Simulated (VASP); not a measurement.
Write the native input for VASP 6.6.1 that does the following.

```yaml
Task: relaxation of the atoms
Functional: PBE
Potentials_or_basis: VASP PAW PBE potentials, release 64 (Al, Li_sv)
Cutoff: 650 eV
k_mesh: 6 × 6 × 1
Occupations: gaussian, width 0.1 eV
Spin: no spin polarisation
Dipole_correction: yes
Atoms_held_fixed_from_0: "[0, 1, 2, 3, 4, 5, 6, 7, 8, 9, 10, 11]"
Further_INCAR_settings: ALGO = Normal; EDIFF = 1e-07; NELMDL = -8; IBRION = 2; EDIFFG = -0.025; NSW = 36
Atoms_held_along_some_axes_from_0: atom 12 along a and b
```

The structure of LiAl12 lies in POSCAR:

```
LiAl12
1.0
    5.7143028096      0.0000000000      0.0000000000
   -2.8571514048      4.9487313980      0.0000000000
    0.0000000000      0.0000000000     20.1016425062
Al Li
12 1
Selective dynamics
Direct
    0.3333333333      0.1666666667      0.1989887144  F F F
    0.3333333333      0.6666666667      0.1989887144  F F F
    0.8333333333      0.1666666667      0.1989887144  F F F
    0.8333333333      0.6666666667      0.1989887144  F F F
    0.1666666667      0.3333333333      0.3134533093  F F F
    0.1666666667      0.8333333333      0.3134533093  F F F
    0.6666666667      0.3333333333      0.3134533093  F F F
    0.6666666667      0.8333333333      0.3134533093  F F F
    0.0000000000      0.0000000000      0.4279074460  F F F
    0.0000000000      0.5000000000      0.4279074460  F F F
    0.5000000000      0.0000000000      0.4279074460  F F F
    0.5000000000      0.5000000000      0.4279074460  F F F
    0.0000000000      0.1666666667      0.5438475403  F F T
```

One way to write it, as run:

INCAR

```
PREC = Accurate ; ENCUT = 650
EDIFF = 1E-7 ; ISMEAR = 0
SIGMA = 0.1 ; LREAL = F
LASPH = T ; NELM = 120
ALGO = Normal ; ISIF = 2
LWAVE = F ; LCHARG = F
LDIPOL = T ; IDIPOL = 3
DIPOL = 0.5 0.5 0.331 ; GGA = PE
IBRION = 2 ; NSW = 36
EDIFFG = -0.025 ; GGA_COMPAT = F
NELMIN = 4 ; NELMDL = -8
KPAR = 4
```

KPOINTS

```
regular mesh
0
Gamma
  6 6 1
```

Potentials or basis: VASP PAW PBE potentials, release 64 (Al, Li_sv).

Launch:

```console
$ cat potpaw_PBE.64/Al/POTCAR potpaw_PBE.64/Li_sv/POTCAR > POTCAR
$ mpirun -np 4 vasp_std > vasp.out
```

Results of the run:

```json
{
 "Energy gained by relaxing": "0.1 meV/atom",
 "Ionic steps": "4",
 "Band gap on the k mesh": "zero (an odd number of electrons rules out a gap without spin polarisation)"
}
```

Wall time 15 min on 4 MPI ranks on Intel(R) Xeon(R) Platinum 8259CL CPU @ 2.50GHz (Skylake/Cascade Lake), on a shared host, peak memory 1.1 GiB a rank.
